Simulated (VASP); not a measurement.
A run of VASP 6.6.1 is set up as follows.

The input INCAR:

```
PREC = Accurate
ENCUT = 520
EDIFF = 1E-7
ISMEAR = 0
SIGMA = 0.1
LREAL = False
LASPH = True
NELM = 100
ALGO = Normal
ISIF = 2
LWAVE = False
LCHARG = True
LDIPOL = True
IDIPOL = 3
DIPOL = 0.5 0.5 0.500
GGA = PE
LELF = True
LVHAR = True
LVACPOTAV = True
NBANDS = 21
```

KPOINTS

```
Automatic mesh
0
Gamma
  4 4 1
```

The input POSCAR:

```
Mo
1.0
    5.1043960000      0.0000000000      0.0000000000
    0.0000000000      5.1841600000      0.0000000000
    0.0000000000      0.0000000000     14.0000000000
Mo
2
Direct
    0.0403396300      0.2500000000      0.5000000000
    0.9596603700      0.7500000000      0.5000000000
```

Potentials or basis: VASP PAW PBE potentials, release 64 (Mo_sv).

Command:

```console
$ cat potpaw_PBE.64/Mo_sv/POTCAR > POTCAR
$ mpirun -np 1 vasp_std > vasp.out
```

Problem. Estimate the largest force.

Solution. 0.823 eV/Å.

Problem. Estimate the band gap on the k mesh.

Solution. Zero (band 14 reaches -2.95 eV, above the bottom of band 15 at -3.09 eV).

Forces in eV/Å, atoms in the order of the input:
```
Mo  -0.823  0.000  0.000
Mo   0.823  0.000  0.000
```
